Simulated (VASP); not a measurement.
# Cu (I4/mmm) in VASP: notebook

The runs below take Cu through single point, with PBEsol.

Everything below comes from runs of VASP 6.6.1. Logs are shortened: lines on timing, memory, paths and dates and some standing lists are left out, and cuts for length are marked.

**1. The cell of the first run**

Symmetry: I4/mmm, No. 139, tetragonal system. The conventional cell has a = 3.069 Å, b = 3.069 Å, c = 2.594 Å, α = 90.00°, β = 90.00°, γ = 90.00°. Within 3.3 Å of Cu (site symmetry 4/mmm) lie 14 Cu at 2.53 to 3.07 Å.

**2. Single point, PBEsol (12.22 Å³/atom)**

The input, INCAR:

```
SYSTEM = Cu
PREC = Accurate
ENCUT = 520
EDIFF = 1E-7
ISMEAR = 0
SIGMA = 0.15
LREAL = .FALSE.
LASPH = .TRUE.
NELM = 100
ALGO = Fast
ISIF = 2
LWAVE = .FALSE.
LCHARG = .TRUE.
GGA = PS
LELF = .TRUE.
LVHAR = .TRUE.
NBANDS = 12
```

The input, KPOINTS:

```
regular mesh
0
G
  24 24 24
  0 0 0
```

The input, POSCAR:

```
Cu
1.0
    0.0000000000      2.1701819476      1.2969007319
    2.1701819476      0.0000000000      1.2969007319
    2.1701819476      2.1701819476      0.0000000000
Cu
1
Direct
    0.0000000000      0.0000000000      0.0000000000
```

Potentials or basis: VASP PAW PBE potentials, release 64 (Cu).

Command:

```console
$ cat potpaw_PBE.64/Cu/POTCAR > POTCAR
$ mpirun -np 1 vasp_std > vasp.out
```

OUTCAR:

```text
SYSTEM = Cu
   PREC = Accurate
   ENCUT = 520
   EDIFF = 1E-7
   ISMEAR = 0
   LREAL = .FALSE.
   LASPH = .TRUE.
   NELM = 100
   ISIF = 2
   GGA = PS

 ion  position               nearest neighbor table
   1  0.000  0.000  0.000-

  LATTYP: Found a body centered tetragonal cell.
 ALAT       =     3.0691007431
 C/A-ratio  =     0.8451340249

  Lattice vectors:

 A1 = (   0.0000000000,  -2.1701819476,  -1.2969007319)
 A2 = (   0.0000000000,   2.1701819476,  -1.2969007319)
 A3 = (   2.1701819476,   0.0000000000,   1.2969007319)

Analysis of symmetry for initial positions (statically):
=====================================================================
 Subroutine PRICEL returns:
 Original cell was already a primitive cell.

 Routine SETGRP: Setting up the symmetry group for a
 body centered tetragonal supercell.

 Subroutine GETGRP returns: Found 16 space group operations
 (whereof 16 operations were pure point group operations)
 out of a pool of 16 trial point group operations.

The static configuration has the point symmetry D_4h.

Analysis of symmetry for dynamics (positions and initial velocities):
=====================================================================
 Subroutine PRICEL returns:
 Original cell was already a primitive cell.

 Routine SETGRP: Setting up the symmetry group for a
 body centered tetragonal supercell.

 Subroutine GETGRP returns: Found 16 space group operations
 (whereof 16 operations were pure point group operations)
 out of a pool of 16 trial point group operations.

The dynamic configuration has the point symmetry D_4h.

 Subroutine INISYM returns: Found 16 space group operations
 (whereof 16 operations are pure point group operations),
 and found     1 'primitive' translations

----------------------------------------------------------------------------------------

                                     Primitive cell

  volume of cell :      12.2160

  direct lattice vectors                    reciprocal lattice vectors
     0.000000000  2.170181948  1.296900732    -0.230395429  0.230395429  0.385534519
     2.170181948  0.000000000  1.296900732     0.230395429 -0.230395429  0.385534519
     2.170181948  2.170181948  0.000000000     0.230395429  0.230395429 -0.385534519

  length of vectors
     2.528169534  2.528169534  3.069100743     0.504778142  0.504778142  0.504778142

  position of ions in fractional coordinates (direct lattice)
     0.000000000  0.000000000  0.000000000

  ion indices of the primitive-cell ions
   primitive index   ion index
                 1           1

----------------------------------------------------------------------------------------

 KPOINTS: regular mesh

Automatic generation of k-mesh.
 Grid dimensions read from file:
 generate k-points for:   24   24   24

 Generating k-lattice:

  Cartesian coordinates                     Fractional coordinates (reciprocal lattice)
    -0.009599810  0.009599810  0.016063938     0.041666667  0.000000000  0.000000000
     0.009599810 -0.009599810  0.016063938     0.000000000  0.041666667  0.000000000
     0.009599810  0.009599810 -0.016063938     0.000000000  0.000000000  0.041666667

  Length of vectors
     0.021032423  0.021032423  0.021032423

  Shift w.r.t. Gamma in fractional coordinates (k-lattice)
     0.000000000  0.000000000  0.000000000

 Subroutine IBZKPT returns following result:
 ===========================================

 Found   1063 irreducible k-points:

 Following reciprocal coordinates:
            Coordinates               Weight
  0.000000  0.000000  0.000000      1.000000
  0.041667  0.000000  0.000000      8.000000
  0.083333  0.000000  0.000000      8.000000
  0.125000 -0.000000  0.000000      8.000000
  0.166667 -0.000000  0.000000      8.000000
  0.208333 -0.000000  0.000000      8.000000
[... 16 lines left out ...]
  0.416667  0.041667  0.000000      8.000000
  0.458333  0.041667  0.000000      8.000000
 [... further k-points ...]
   k-points           NKPTS =   1063   k-points in BZ     NKDIM =   1063   number of bands    NBANDS=     12
   number of dos      NEDOS =    301   number of ions     NIONS =      1
   total plane-waves  NPLWV =   9600
   dimension x,y,z NGX =    20 NGY =   20 NGZ =   24
   dimension x,y,z NGXF=    40 NGYF=   40 NGZF=   48
   ions per type =               1
   NGX,Y,Z   is equivalent  to a cutoff of  13.15, 13.15, 13.00 a.u.
   NGXF,Y,Z  is equivalent  to a cutoff of  26.30, 26.30, 26.00 a.u.
 SYSTEM =  Cu
   PREC   = accura    normal or accurate (medium, high low for compatibility)
   ISTART =      0    job   : 0-new  1-cont  2-samecut
   ICHARG =      2    charge: 1-file 2-atom 10-const
   ISPIN  =      1    spin polarized calculation?
   LNONCOLLINEAR =      F non collinear calculations
   LSORBIT =      F    spin-orbit coupling
   LASPH  =      T    aspherical Exc in radial PAW
   ENCUT  =  520.0 eV  38.22 Ry    6.18 a.u.   4.70  4.70  5.71*2*pi/ulx,y,z
   NELM   =    100;   NELMIN=  2; NELMDL= -5     # of ELM steps
   EDIFF  = 0.1E-06   stopping-criterion for ELM
   LREAL  =      F    real-space projection
   EDIFFG = 0.1E-05   stopping-criterion for IOM
   NSW    =      0    number of steps for IOM
   IBRION =     -1    ionic relax: 0-MD 1-quasi-New 2-CG
   NFREE  =      0    steps in history (QN), initial steepest desc. (CG)
   ISIF   =      2    stress and relaxation
   ISYM   =      2    0-nonsym 1-usesym 2-fastsym
   POTIM  = 0.5000    time-step for ionic-motion
   TEBEG  =    0.0;   TEEND  =   0.0 temperature during run
   PSTRESS=    0.0 pullay stress
   NELECT =      11.0000    total number of electrons
   NUPDOWN=      -1.0000    fix difference up-down
   EMIN   =  10.00;   EMAX   =-10.00  energy-range for DOS
   EFERMI =   0.00;   METHOD = LEGACY
   ISMEAR =     0;   SIGMA  =   0.15  broadening in eV -4-tet -1-fermi 0-gaus
   EFERMI_NEDOS =   21; number of points for ismear=-14 and -15
   IALGO  =     68    algorithm
   IMIX   =      4    mixing-type and parameters
     AMIX     =   0.40;   BMIX     =  1.00
     AMIX_MAG =   1.60;   BMIX_MAG =  1.00
  volume/ion in A,a.u.               =      12.22        82.44
  Fermi-wavevector in a.u.,A,eV,Ry     =   1.580870  2.987410 34.002983  2.499149
  Thomas-Fermi vector in A             =   2.681032
   LORBIT       =      0    0 simple, 1 ext, 2 COOP (PROOUT), +10 PAW based schemes
   GGA     = PS    functional components
   LHFCALC =     F    Hartree Fock is set to
   AEXX    =    0.0000 exact exchange contribution
   IVDW    =     0    specifies the selected vdW correction
   LEPSILON=     F    determine dielectric tensor
   LRPA    =     F    only Hartree local field effects (RPA)
 non-spin polarized calculation
 RMM-DIIS sequential band-by-band and
 Gauss-broadening in eV      SIGMA  =   0.15
  energy-cutoff  :      520.00
  volume of cell :       12.22
 maximum number of plane-waves:       349
   NGX =  9   NGY =  9   NGZ = 11

 number of electron      11.0000000 magnetization

 Free energy of the ion-electron system (eV)
  ---------------------------------------------------
  ext. energy  EPLUGINS =         0.00000000
  ---------------------------------------------------
  free energy    TOTEN  =        -4.24124673 eV

  energy without entropy =       -4.23700503  energy(sigma->0) =       -4.23912588

 E-fermi :   6.9956     XC(G=0): -12.7074

 val. band max:        6.9930976228   @ k =   0.5000   0.0833   0.2083
 cond. band min:       7.0067662316   @ k =  -0.1250   0.4583   0.4167
 fundamental gap:      0.0136686089
 Fermi energy:         6.9955554373

 k-point     1 :       0.0000    0.0000    0.0000
  band No.  band energies     occupation
      1      -2.1385      2.00000
      2       3.6135      2.00000
      3       4.2947      2.00000
      4       4.2947      2.00000
      5       4.4664      2.00000
      6       5.2060      2.00000
      7      29.0732      0.00000
      8      29.0732      0.00000
      9      32.6290      0.00000
     10      33.5999      0.00000
     11      34.7727      0.00000
     12      35.3798      0.00000

 k-point     2 :       0.0417    0.0000    0.0000
  band No.  band energies     occupation
      1      -2.0681      2.00000
      2       3.6244      2.00000
      3       4.2879      2.00000
      4       4.2925      2.00000
      5       4.4760      2.00000
      6       5.1949      2.00000
      7      28.8130      0.00000
      8      28.8588      0.00000
      9      32.8949      0.00000
     10      33.5879      0.00000
     11      33.7067      0.00000
     12      34.8716      0.00000

 k-point     3 :       0.0833    0.0000    0.0000
  band No.  band energies     occupation
      1      -1.8582      2.00000
      2       3.6497      2.00000
      3       4.2616      2.00000
      4       4.2936      2.00000
      5       4.5103      2.00000
      6       5.1640      2.00000
      7      28.2194      0.00000
      8      28.2998      0.00000
      9      31.3114      0.00000
     10      32.8960      0.00000
     11      33.6855      0.00000
     12      34.5590      0.00000
[... 286 lines left out ...]
 k-point    23 :       0.4167    0.0417    0.0000
  band No.  band energies     occupation
      1       2.1676      2.00000
      2       3.1815      2.00000
      3       4.7530      2.00000
      4       5.2290      2.00000
      5       5.4602      2.00000
      6       6.1942      2.00000
      7      13.5711      0.00000
      8      22.9475      0.00000
      9      23.2049      0.00000
     10      27.2451      0.00000
     11      29.6485      0.00000
     12      35.9612      0.00000

 k-point    24 :       0.4583    0.0417    0.0000
  band No.  band energies     occupation
      1       2.2276      2.00000
      2       3.1453      2.00000
      3       4.7846      2.00000
      4       5.2918      2.00000
      5       5.5649      2.00000
      6       6.9368      1.42017
      7      12.3309      0.00000
      8      22.5255      0.00000
      9      22.9044      0.00000
     10      27.2787      0.00000
     11      29.7268      0.00000
     12      36.5686      0.00000

 [... further k-points ...]

------------------------ aborting loop because EDIFF is reached ----------------------------------------

  FORCE on cell =-STRESS in cart. coord.  units (eV):
  Direction    XX          YY          ZZ          XY          YZ          ZX
  --------------------------------------------------------------------------------------
  -------------------------------------------------------------------------------------
  Total       -0.7201007     -0.7201007     -0.4324695      0.0000000      0.0000000      0.0000000
  in kB      -94.4440950    -94.4440950    -56.7201007      0.0000000      0.0000000      0.0000000
  external PRESSURE =     -81.8694302 kB  Pullay stress =       0.0000000 kB

 VOLUME and BASIS-vectors are now :
 -----------------------------------------------------------------------------
  energy-cutoff  :      520.00
  volume of cell :       12.22
      direct lattice vectors                 reciprocal lattice vectors
     0.000000000  2.170181948  1.296900732    -0.230395429  0.230395429  0.385534519
     2.170181948  0.000000000  1.296900732     0.230395429 -0.230395429  0.385534519
     2.170181948  2.170181948  0.000000000     0.230395429  0.230395429 -0.385534519

 POSITION                                       TOTAL-FORCE (eV/Angst)
 -----------------------------------------------------------------------------------
      0.00000      0.00000      0.00000         0.000000     -0.000000      0.000000
 -----------------------------------------------------------------------------------
    total drift:                               -0.000000     -0.000000     -0.000000

  FREE ENERGIE OF THE ION-ELECTRON SYSTEM (eV)
  ---------------------------------------------------
  free  energy   TOTEN  =        -4.2412467255 eV

  energy  without entropy=       -4.2370050343  energy(sigma->0) =       -4.23912588
```

Run time: 1.8 min. Hardware: 1 thread of AMD EPYC 9R45 (Zen 5), shared host; peak memory 0.23 GiB.

What came out:

```yaml
Free_energy: -4.2412 eV
Pressure: -8.2 GPa
Band_gap_on_the_k_mesh: zero (an odd number of electrons rules out a gap without spin polarisation)
```

Levels at points of the mesh, in eV from the Fermi level:
| k point | band 2 | band 3 | band 4 | band 5 | band 6 | band 7 | band 8 | band 9 | band 10 | band 11 |
| --- | --- | --- | --- | --- | --- | --- | --- | --- | --- | --- |
| (0.00, 0.00, 0.00) | -3.38 | -2.70 | -2.70 | -2.53 | -1.79 | 22.08 | 22.08 | 25.63 | 26.60 | 27.78 |
| (0.50, 0.00, 0.00) | -3.89 | -2.13 | -1.58 | -1.39 | -0.01 | 4.92 | 15.78 | 15.96 | 19.83 | 22.53 |
| (0.50, 0.50, 0.00) | -4.44 | -1.54 | -1.54 | -1.40 | 6.07 | 6.07 | 11.80 | 12.06 | 12.62 | 18.56 |
| (0.50, 0.00, 0.50) | -3.10 | -2.60 | -2.10 | -1.41 | -1.29 | 3.05 | 20.49 | 20.78 | 24.03 | 26.37 |

Caveat: the cell stands under tension; the PAW data sets were made with another functional, which shifts forces and pressure a little.

**3. Single point, PBEsol (12.22 Å³/atom)**

The input, INCAR:

```
SYSTEM = Cu
ALGO = Fast
EDIFF = 1E-7
ENCUT = 520
GGA = PS
ISIF = 2
ISMEAR = 0
LASPH = .TRUE.
LCHARG = .FALSE.
LREAL = .FALSE.
LWAVE = .FALSE.
NBANDS = 12
NELM = 60
PREC = Accurate
SIGMA = 0.15
```

The input, KPOINTS:

```
k-points
0
G
  24 24 24
  0 0 0
```

The input, POSCAR:

```
Cu
1.0
    0.0000000000      1.8917572275      1.7067433706
    1.8917572275      0.0000000000      1.7067433706
    1.8917572275      1.8917572275      0.0000000000
Cu
1
Direct
    0.0000000000      0.0000000000      0.0000000000
```

Potentials or basis: VASP PAW PBE potentials, release 64 (Cu).

Command:

```console
$ cat potpaw_PBE.64/Cu/POTCAR > POTCAR
$ mpirun -np 1 vasp_std > vasp.out
```

Wall time 97 s (1 thread of AMD EPYC 9R45 (Zen 5), shared host); peak memory 0.22 GiB.

The run converged. Its results:

```yaml
Free_energy: -4.2723 eV
Pressure: -9.5 GPa
Band_gap_on_the_k_mesh: zero (an odd number of electrons rules out a gap without spin polarisation)
```

Stress tensor (GPa, compression positive):
```
-10.54   0.00   0.00
  0.00 -10.54   0.00
  0.00   0.00  -7.37
```

Levels at points of the mesh, in eV from the Fermi level:
| k point | band 4 | band 5 | band 6 | band 7 | band 8 | band 9 |
| --- | --- | --- | --- | --- | --- | --- |
| (0.00, 0.00, 0.00) | -2.60 | -2.37 | -1.94 | 22.53 | 24.67 | 24.67 |
| (0.50, 0.00, 0.00) | -1.69 | -1.49 | -0.89 | 3.63 | 19.71 | 19.95 |
| (0.50, 0.50, 0.00) | -1.44 | -1.44 | 3.06 | 8.74 | 11.25 | 11.25 |
| (0.50, 0.00, 0.50) | -1.61 | -1.34 | 0.82 | 6.01 | 13.63 | 13.81 |

Caveat: the cell stands under tension; the PAW data sets were made with another functional, which shifts forces and pressure a little.
